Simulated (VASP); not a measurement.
# Hf3Si2N (Pmmm) in VASP: notebook

Runs on Hf3Si2N. Level: PBE. Tasks: relaxation of cell and atoms, single point.

All numbers are computed with VASP 6.6.1; they aren't measurements. Logs are shortened: lines on timing, memory, paths and dates and some standing lists are left out, and cuts for length are marked.

## 1. The cell of the first run

It takes space group Pmmm (No. 47, orthorhombic). The conventional cell has a = 3.544 Å, b = 4.674 Å, c = 6.694 Å, α = 90.00°, β = 90.00°, γ = 90.00°. Hf (site symmetry m2m) has 4 Hf at 2.15 to 2.45 Å and 2 Si at 2.51 Å within 2.8 Å. Within 2.9 Å of Hf (site symmetry mmm) lie 4 Hf at 2.15 Å and 4 Si at 2.82 Å. Si (site symmetry mm2) has 1 Si at 2.30 Å and 4 Hf at 2.51 to 2.82 Å within 3.0 Å. Within 4.1 Å of N (site symmetry mmm) lie 8 Si at 3.15 Å and 2 N at 3.54 Å and 12 Hf at 3.95 to 4.08 Å.

The cell was generated, and may not be a known phase.

## 2. Relaxation of cell and atoms, PBE

INCAR reads:

```
ALGO     = Normal         # electronic algorithm
EDIFF    = 1E-6           # SCF threshold, eV
EDIFFG   = -0.04          # ionic threshold
ENCUT    = 600            # plane-wave cutoff, eV
GGA      = PE             # functional
IBRION   = 2              # ionic algorithm
ISIF     = 3              # what is computed and relaxed
ISMEAR   = 0              # smearing method
LASPH    = True           # aspherical terms in the spheres
LCHARG   = False          # write CHGCAR
LREAL    = False          # projectors in reciprocal space
LWAVE    = False          # write WAVECAR
NELM     = 100            # most SCF steps
NSW      = 90             # ionic steps
PREC     = Accurate       # precision mode
SIGMA    = 0.1            # smearing width, eV
```

KPOINTS reads:

```
k-points
0
Gamma
  6 4 4
```

POSCAR reads:

```
Hf3Si2N
1.0
    3.5437604300      0.0000000000      0.0000000000
    0.0000000000      4.6739018100      0.0000000000
    0.0000000000      0.0000000000      6.6939612400
Hf Si N
3 2 1
Direct
    0.0000000000      0.2618778700      0.5000000000
    0.0000000000      0.7381221300      0.5000000000
    0.5000000000      0.0000000000      0.5000000000
    0.0000000000      0.0000000000      0.1719610400
    0.0000000000      0.0000000000      0.8280389600
    0.5000000000      0.5000000000      0.0000000000
```

Potentials or basis: VASP PAW PBE potentials, release 64 (Hf_pv, Si, N).

Run with:

```console
$ cat potpaw_PBE.64/Hf_pv/POTCAR potpaw_PBE.64/Si/POTCAR potpaw_PBE.64/N/POTCAR > POTCAR
$ mpirun -np 1 vasp_std > vasp.out
```

OUTCAR:

```text
EDIFF = 1E-6
   EDIFFG = -0.04
   ENCUT = 600
   GGA = PE
   IBRION = 2
   ISIF = 3
   ISMEAR = 0
   LASPH = True
   LREAL = False
   NELM = 100
   NSW = 90
   PREC = Accurate

 ion  position               nearest neighbor table
   1  0.000  0.262  0.500-   3 2.15   3 2.15   2 2.23   2 2.45   4 2.51   5 2.51
   2  0.000  0.738  0.500-   3 2.15   3 2.15   1 2.23   1 2.45   5 2.51   4 2.51
   3  0.500  0.000  0.500-   1 2.15   2 2.15   1 2.15   2 2.15   4 2.82   5 2.82   4 2.82   5 2.82

   4  0.000  0.000  0.172-   5 2.30   2 2.51   1 2.51   3 2.82   3 2.82
   5  0.000  0.000  0.828-   4 2.30   2 2.51   1 2.51   3 2.82   3 2.82
   6  0.500  0.500  0.000-

  LATTYP: Found a simple orthorhombic cell.
 ALAT       =     3.5437604300
 B/A-ratio  =     1.3189102092
 C/A-ratio  =     1.8889429385

  Lattice vectors:

 A1 = (   3.5437604300,   0.0000000000,   0.0000000000)
 A2 = (   0.0000000000,   4.6739018100,   0.0000000000)
 A3 = (   0.0000000000,   0.0000000000,   6.6939612400)

Analysis of symmetry for initial positions (statically):
=====================================================================
 Subroutine PRICEL returns:
 Original cell was already a primitive cell.

 Routine SETGRP: Setting up the symmetry group for a
 simple orthorhombic supercell.

 Subroutine GETGRP returns: Found  8 space group operations
 (whereof  8 operations were pure point group operations)
 out of a pool of  8 trial point group operations.

The static configuration has the point symmetry D_2h.

Analysis of symmetry for dynamics (positions and initial velocities):
=====================================================================
 Subroutine PRICEL returns:
 Original cell was already a primitive cell.

 Routine SETGRP: Setting up the symmetry group for a
 simple orthorhombic supercell.

 Subroutine GETGRP returns: Found  8 space group operations
 (whereof  8 operations were pure point group operations)
 out of a pool of  8 trial point group operations.

The dynamic configuration has the point symmetry D_2h.

 Subroutine INISYM returns: Found  8 space group operations
 (whereof  8 operations are pure point group operations),
 and found     1 'primitive' translations

----------------------------------------------------------------------------------------

                                     Primitive cell

  volume of cell :     110.8733

  direct lattice vectors                    reciprocal lattice vectors
     3.543760430  0.000000000  0.000000000     0.282186118  0.000000000  0.000000000
     0.000000000  4.673901810  0.000000000     0.000000000  0.213954003  0.000000000
     0.000000000  0.000000000  6.693961240     0.000000000  0.000000000  0.149388376

  length of vectors
     3.543760430  4.673901810  6.693961240     0.282186118  0.213954003  0.149388376

  position of ions in fractional coordinates (direct lattice)
     0.000000000  0.261877870  0.500000000
     0.000000000  0.738122130  0.500000000
     0.500000000  0.000000000  0.500000000
     0.000000000  0.000000000  0.171961040
     0.000000000  0.000000000  0.828038960
     0.500000000  0.500000000  0.000000000

  ion indices of the primitive-cell ions
   primitive index   ion index
                 1           1
                 2           2
                 3           3
                 4           4
                 5           5
                 6           6

----------------------------------------------------------------------------------------

 KPOINTS: k-points

Automatic generation of k-mesh.
 Grid dimensions read from file:
 generate k-points for:    6    4    4

 Generating k-lattice:

  Cartesian coordinates                     Fractional coordinates (reciprocal lattice)
     0.047031020  0.000000000  0.000000000     0.166666667  0.000000000  0.000000000
     0.000000000  0.053488501  0.000000000     0.000000000  0.250000000  0.000000000
     0.000000000  0.000000000  0.037347094     0.000000000  0.000000000  0.250000000

  Length of vectors
     0.047031020  0.053488501  0.037347094

  Shift w.r.t. Gamma in fractional coordinates (k-lattice)
     0.000000000  0.000000000  0.000000000

 Subroutine IBZKPT returns following result:
 ===========================================

 Found     36 irreducible k-points:

 Following reciprocal coordinates:
            Coordinates               Weight
  0.000000  0.000000  0.000000      1.000000
  0.166667  0.000000  0.000000      2.000000
  0.333333  0.000000  0.000000      2.000000
  0.500000  0.000000  0.000000      1.000000
  0.000000  0.250000  0.000000      2.000000
  0.166667  0.250000  0.000000      4.000000
[... 16 lines left out ...]
  0.333333  0.500000  0.250000      4.000000
  0.500000  0.500000  0.250000      2.000000
 [... further k-points ...]
   k-points           NKPTS =     36   k-points in BZ     NKDIM =     36   number of bands    NBANDS=     25
   number of dos      NEDOS =    301   number of ions     NIONS =      6
   total plane-waves  NPLWV =  60480
   dimension x,y,z NGX =    28 NGY =   40 NGZ =   54
   dimension x,y,z NGXF=    56 NGYF=   80 NGZF=  108
   ions per type =               3   2   1
   NGX,Y,Z   is equivalent  to a cutoff of  13.14, 14.23, 13.41 a.u.
   NGXF,Y,Z  is equivalent  to a cutoff of  26.27, 28.46, 26.82 a.u.
 SYSTEM =  unknown system
   PREC   = accura    normal or accurate (medium, high low for compatibility)
   ISTART =      0    job   : 0-new  1-cont  2-samecut
   ICHARG =      2    charge: 1-file 2-atom 10-const
   ISPIN  =      1    spin polarized calculation?
   LNONCOLLINEAR =      F non collinear calculations
   LSORBIT =      F    spin-orbit coupling
   LASPH  =      T    aspherical Exc in radial PAW
   ENCUT  =  600.0 eV  44.10 Ry    6.64 a.u.   7.08  9.33 13.37*2*pi/ulx,y,z
   NELM   =    100;   NELMIN=  2; NELMDL= -5     # of ELM steps
   EDIFF  = 0.1E-05   stopping-criterion for ELM
   LREAL  =      F    real-space projection
   EDIFFG = -.4E-01   stopping-criterion for IOM
   NSW    =     90    number of steps for IOM
   IBRION =      2    ionic relax: 0-MD 1-quasi-New 2-CG
   NFREE  =      1    steps in history (QN), initial steepest desc. (CG)
   ISIF   =      3    stress and relaxation
   ISYM   =      2    0-nonsym 1-usesym 2-fastsym
   POTIM  = 0.5000    time-step for ionic-motion
   TEBEG  =    0.0;   TEEND  =   0.0 temperature during run
   PSTRESS=    0.0 pullay stress
   NELECT =      43.0000    total number of electrons
   NUPDOWN=      -1.0000    fix difference up-down
   EMIN   =  10.00;   EMAX   =-10.00  energy-range for DOS
   EFERMI =   0.00;   METHOD = LEGACY
   ISMEAR =     0;   SIGMA  =   0.10  broadening in eV -4-tet -1-fermi 0-gaus
   EFERMI_NEDOS =   21; number of points for ismear=-14 and -15
   IALGO  =     38    algorithm
   IMIX   =      4    mixing-type and parameters
     AMIX     =   0.40;   BMIX     =  1.00
     AMIX_MAG =   1.60;   BMIX_MAG =  1.00
  volume/ion in A,a.u.               =      18.48       124.70
  Fermi-wavevector in a.u.,A,eV,Ry     =   1.193865  2.256078 19.392574  1.425314
  Thomas-Fermi vector in A             =   2.329869
   LORBIT       =      0    0 simple, 1 ext, 2 COOP (PROOUT), +10 PAW based schemes
   GGA     = PE    functional components
   LHFCALC =     F    Hartree Fock is set to
   AEXX    =    0.0000 exact exchange contribution
   IVDW    =     0    specifies the selected vdW correction
   LEPSILON=     F    determine dielectric tensor
   LRPA    =     F    only Hartree local field effects (RPA)
 conjugate gradient relaxation of ions
 non-spin polarized calculation
 Gauss-broadening in eV      SIGMA  =   0.10
  energy-cutoff  :      600.00
  volume of cell :      110.87
 maximum number of plane-waves:      3738
   NGX = 15   NGY = 19   NGZ = 27

--------------------------------------- Ionic step        1  -------------------------------------------

 number of electron      43.0000002 magnetization

 Free energy of the ion-electron system (eV)
  ---------------------------------------------------
  ext. energy  EPLUGINS =         0.00000000
  ---------------------------------------------------
  free energy    TOTEN  =       -26.53357427 eV

  energy without entropy =      -26.48993709  energy(sigma->0) =      -26.51175568

 E-fermi :   4.3458     XC(G=0): -10.4737

 val. band max:        4.3453084288   @ k =   0.3333   0.0000   0.5000
 cond. band min:       4.3467338200   @ k =   0.3333   0.5000   0.2500
 fundamental gap:      0.0014253911
 Fermi energy:         4.3458372818

 k-point     1 :       0.0000    0.0000    0.0000
  band No.  band energies     occupation
      1     -29.7468      2.00000
      2     -28.7589      2.00000
      3     -26.5565      2.00000
      4     -26.4025      2.00000
      5     -25.8556      2.00000
      6     -25.0534      2.00000
[... 661 lines left out ...]
     24       5.3191      0.00000
     25       5.8894      0.00000

 [... further k-points ...]

------------------------ aborting loop because EDIFF is reached ----------------------------------------

  FORCE on cell =-STRESS in cart. coord.  units (eV):
  Direction    XX          YY          ZZ          XY          YZ          ZX
  --------------------------------------------------------------------------------------
  -------------------------------------------------------------------------------------
  Total       48.7003068     47.1929369      4.0644806      0.0000000      0.0000000      0.0000000
  in kB      703.7447167    681.9624393     58.7338552      0.0000000      0.0000000      0.0000000
  external PRESSURE =     481.4803371 kB  Pullay stress =       0.0000000 kB
[... 101 lines left out ...]
  FREE ENERGIE OF THE ION-ELECTRON SYSTEM (eV)
  ---------------------------------------------------
  free  energy   TOTEN  =       -34.0786372395 eV

  energy  without entropy=      -34.0225057767  energy(sigma->0) =      -34.05057151

[... ionic steps 4 to 18 ...]

--------------------------------------- Ionic step       19  -------------------------------------------

 number of electron      42.9999999 magnetization

------------------------ aborting loop because EDIFF is reached ----------------------------------------

  FORCE on cell =-STRESS in cart. coord.  units (eV):
  Direction    XX          YY          ZZ          XY          YZ          ZX
  --------------------------------------------------------------------------------------
  -------------------------------------------------------------------------------------
  Total       -0.0448101      0.1795294      0.0255019     -0.0000000      0.0000000      0.0000000
  in kB       -0.4726822      1.8937773      0.2690083     -0.0000000      0.0000000      0.0000000
  external PRESSURE =       0.5633678 kB  Pullay stress =       0.0000000 kB
[... 65 lines left out ...]
  energy  without entropy=      -38.9645450150  energy(sigma->0) =      -38.98524766

--------------------------------------- Ionic step       21  -------------------------------------------

 number of electron      42.9999999 magnetization

 Free energy of the ion-electron system (eV)
  ---------------------------------------------------
  ext. energy  EPLUGINS =         0.00000000
  ---------------------------------------------------
  free energy    TOTEN  =       -39.00631209 eV

  energy without entropy =      -38.96511953  energy(sigma->0) =      -38.98571581

 E-fermi :   2.5312     XC(G=0):  -9.2178

 val. band max:        2.5215942465   @ k =   0.5000   0.5000   0.5000
 cond. band min:       2.5333076562   @ k =   0.3333   0.5000   0.5000
 fundamental gap:      0.0117134098
 Fermi energy:         2.5311693579

 k-point     1 :       0.0000    0.0000    0.0000
  band No.  band energies     occupation
      1     -28.9662      2.00000
      2     -28.9192      2.00000
      3     -28.8429      2.00000
      4     -28.7679      2.00000
      5     -28.6661      2.00000
      6     -28.3769      2.00000
[... 661 lines left out ...]
     24       3.2274      0.00000
     25       4.0222      0.00000

 [... further k-points ...]

------------------------ aborting loop because EDIFF is reached ----------------------------------------

  FORCE on cell =-STRESS in cart. coord.  units (eV):
  Direction    XX          YY          ZZ          XY          YZ          ZX
  --------------------------------------------------------------------------------------
  -------------------------------------------------------------------------------------
  Total       -0.0925786      0.0933257      0.0079297      0.0000000      0.0000000      0.0000000
  in kB       -0.9745144      0.9823794      0.0834710      0.0000000      0.0000000      0.0000000
  external PRESSURE =       0.0304453 kB  Pullay stress =       0.0000000 kB
[... 21 lines left out ...]
  FREE ENERGIE OF THE ION-ELECTRON SYSTEM (eV)
  ---------------------------------------------------
  free  energy   TOTEN  =       -39.0063120891 eV

  energy  without entropy=      -38.9651195342  energy(sigma->0) =      -38.98571581

 reached required accuracy - stopping structural energy minimisation
```

Wall time 45 min (1 thread of Intel Xeon Platinum 8259CL at 2.50GHz (Skylake/Cascade Lake), shared host); peak memory 0.32 GiB.

What came out:

```
Free energy                           : -39.0063 eV
Relaxed volume                        : 25.37 Å³/atom
Relaxed cell                          : a = 4.095 Å, b = 7.209 Å, c = 5.156 Å, α = 90.00°, β = 90.00°, γ = 90.00°
Space group after relaxing (to 0.1 Å) : Pmmm (No. 47)
Energy gained by relaxing             : 2078.8 meV/atom
Ionic steps                           : 21
Pressure after relaxing               : 0.0 GPa
Largest force after relaxing          : 0.019 eV/Å
Band gap on the k mesh                : zero (an odd number of electrons rules out a gap without spin polarisation)
```

Forces on the atoms (eV/Å):
```
Hf   0.000 -0.019  0.000
Hf   0.000  0.019  0.000
Hf   0.000  0.000  0.000
Si   0.000  0.000 -0.001
Si   0.000  0.000  0.001
N    0.000  0.000  0.000
```

Stress tensor (GPa, compression positive):
```
-0.10  0.00  0.00
 0.00  0.10  0.00
 0.00  0.00  0.01
```

Step by step:
| step | energy change (eV) | largest force (eV/Å) | pressure (GPa) | volume (Å³) |
| --- | --- | --- | --- | --- |
| 1 | 0.0000 | 6.8181 | 48.15 | 110.87 |
| 2 | -4.5012 | 7.7714 | -6.57 | 219.79 |
| 3 | -7.5451 | 6.0866 | 1.29 | 158.55 |
| 4 | -10.2987 | 1.3535 | -2.49 | 178.40 |
| 5 | -10.5390 | 1.3408 | -2.52 | 180.86 |
| 6 | -10.5770 | 1.5941 | -2.15 | 185.57 |
| 7 | -10.5863 | 1.3635 | -2.33 | 183.89 |
| 8 | -11.1698 | 2.1558 | -0.39 | 174.63 |
| 9 | -11.7116 | 3.1369 | 3.83 | 159.88 |
| 10 | -11.9643 | 2.5090 | 2.67 | 159.15 |
| 11 | -12.1764 | 1.5463 | 1.06 | 157.82 |
| 12 | -12.1938 | 1.3553 | 0.57 | 157.28 |
| 13 | -12.2724 | 1.1130 | 0.06 | 157.79 |
| 14 | -12.3536 | 0.7314 | -0.98 | 159.04 |
| 15 | -12.3942 | 0.6287 | -0.85 | 158.11 |
| 16 | -12.4387 | 0.2820 | -0.40 | 155.48 |
| 17 | -12.4390 | 0.3186 | -0.43 | 155.70 |
| 18 | -12.4541 | 0.2273 | -0.34 | 154.75 |
| 19 | -12.4722 | 0.0646 | 0.06 | 151.89 |
| 20 | -12.4724 | 0.0409 | 0.02 | 152.11 |
| 21 | -12.4727 | 0.0191 | 0.00 | 152.21 |

Final structure:
```xyz
6
Lattice="4.0950 0.0000 0.0000 0.0000 7.2086 0.0000 0.0000 0.0000 5.1562" Properties=species:S:1:pos:R:3 pbc="T T T"
Hf    0.0000    2.2098    2.5781
Hf    0.0000    4.9988    2.5781
Hf    2.0475    0.0000    2.5781
Si    0.0000    0.0000    1.0782
Si    0.0000    0.0000    4.0780
N     2.0475    3.6043    0.0000
```

Caveat: the volume moved by over 15 % at a fixed basis, so the end points are rough; spin-orbit coupling is left out, which moves the levels of the heavy elements; an odd number of electrons without spin polarisation forces a metal; a magnetic or distorted state may lie lower.

## 3. Single point, PBE

This run uses another cell than the first one, of 24.60 Å³/atom.

INCAR reads:

```
PREC     = Accurate       # precision mode
ENCUT    = 520            # plane-wave cutoff, eV
EDIFF    = 1E-7           # SCF threshold, eV
ISMEAR   = 0              # smearing method
SIGMA    = 0.1            # smearing width, eV
LREAL    = False          # projectors in reciprocal space
LASPH    = True           # aspherical terms in the spheres
NELM     = 80             # most SCF steps
ALGO     = Normal         # electronic algorithm
ISIF     = 2              # what is computed and relaxed
LWAVE    = False          # write WAVECAR
LCHARG   = False          # write CHGCAR
GGA      = PE             # functional
NBANDS   = 30             # bands
```

KPOINTS reads:

```
Automatic mesh
0
Gamma
  12 6 6
```

POSCAR reads:

```
Hf3Si2N
1.0
    2.9851101277      0.0000000000      0.0000000000
    0.0000000000      6.2789374600      0.0000000000
    0.0000000000      0.0000000000      7.8758286592
Hf Si N
3 2 1
Direct
    0.0000000000      0.5000000000      0.6861655814
    0.0000000000      0.5000000000      0.3138344186
    0.5000000000      0.5000000000      0.0000000000
    0.0000000000      0.8247972949      0.0000000000
    0.0000000000      0.1752027051      0.0000000000
    0.5000000000      0.0000000000      0.5000000000
```

Potentials or basis: VASP PAW PBE potentials, release 64 (Hf_pv, Si, N).

Run with:

```console
$ cat potpaw_PBE.64/Hf_pv/POTCAR potpaw_PBE.64/Si/POTCAR potpaw_PBE.64/N/POTCAR > POTCAR
$ mpirun -np 1 vasp_std > vasp.out
```

It took 9.8 min on 1 thread of Intel Xeon Platinum 8259CL at 2.50GHz (Skylake/Cascade Lake), shared host; peak memory 0.56 GiB.

The run converged. Its results:

- Free energy: -39.9723 eV
- Pressure: -0.1 GPa
- Largest force: 0.042 eV/Å
- Band gap on the k mesh: zero (an odd number of electrons rules out a gap without spin polarisation)

Forces in eV/Å, atoms in the order of the input:
```
Hf   0.000  0.000  0.022
Hf   0.000  0.000 -0.022
Hf   0.000  0.000  0.000
Si   0.000  0.042  0.000
Si   0.000 -0.042  0.000
N    0.000  0.000  0.000
```

Stress tensor (GPa, compression positive):
```
-0.11  0.00  0.00
 0.00  0.11  0.00
 0.00  0.00 -0.34
```

Levels at points of the mesh, in eV from the Fermi level:
| k point | band 17 | band 18 | band 19 | band 20 | band 21 | band 22 | band 23 | band 24 | band 25 | band 26 |
| --- | --- | --- | --- | --- | --- | --- | --- | --- | --- | --- |
| (0.00, 0.00, 0.00) | -1.63 | -1.58 | -1.17 | -0.31 | -0.02 | 0.95 | 0.98 | 1.12 | 1.41 | 1.94 |
| (0.50, 0.00, 0.00) | -1.66 | -1.41 | -0.79 | -0.44 | -0.03 | 0.49 | 0.63 | 0.64 | 0.67 | 0.79 |
| (0.00, 0.50, 0.00) | -2.27 | -1.31 | -0.75 | -0.49 | 0.31 | 0.41 | 1.11 | 1.42 | 1.68 | 1.71 |
| (0.50, 0.50, 0.00) | -2.18 | -1.39 | -1.07 | -0.54 | -0.44 | -0.39 | -0.26 | 0.41 | 0.43 | 1.47 |
| (0.00, 0.00, 0.50) | -2.05 | -1.60 | -0.85 | -0.80 | -0.54 | 1.11 | 1.26 | 1.56 | 1.69 | 1.88 |
| (0.50, 0.00, 0.50) | -1.52 | -1.47 | -1.43 | -1.30 | 0.03 | 0.12 | 0.29 | 0.35 | 0.71 | 1.74 |
| (0.00, 0.50, 0.50) | -2.18 | -1.22 | -0.77 | -0.64 | -0.35 | 0.04 | 1.11 | 1.25 | 1.68 | 1.69 |
| (0.50, 0.50, 0.50) | -1.78 | -1.43 | -1.19 | -1.18 | -0.71 | -0.28 | -0.13 | 0.69 | 1.19 | 1.84 |

Caveat: spin-orbit coupling is left out, which moves the levels of the heavy elements; an odd number of electrons without spin polarisation forces a metal; a magnetic or distorted state may lie lower.
